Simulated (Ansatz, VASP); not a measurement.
# Two plane-wave programs on MgS

```
Mg S
1.0
     0.00000   -2.61472   -2.61472
    -2.61472    0.00000   -2.61472
     2.61472    2.61472   -5.22945
Mg S
2 2
Direct
  0.25000 0.25000 0.25000
  0.75000 0.75000 0.75000
  0.50000 0.50000 0.50000
  0.00000 0.00000 0.00000
```

Alike in both runs: task single point; functional PBE; k mesh 6 × 6 × 6; occupations gaussian, width 0.1 eV; no spin polarisation.

```csv
,VASP,Ansatz
version,VASP 6.6.1,Ansatz 0.2.0
potentials or method,"VASP PAW PBE potentials, release 64 (Mg, S), cutoff 520 eV","scalar-relativistic, plane waves, PAW"
valence electrons in the cell,16,32
```

```tsv
	VASP	Ansatz	Ansatz less VASP
gap on the k mesh at the Fermi level (eV)	2.74	2.76	+0.015
least direct gap on the mesh (eV)	3.31	3.33	+0.016
pressure (GPa)	-0.3	0.0	+0.29
```

VASP's potentials hold 16 valence electrons a cell and Ansatz's 32, so a difference there can come from the potentials and not from the codes.
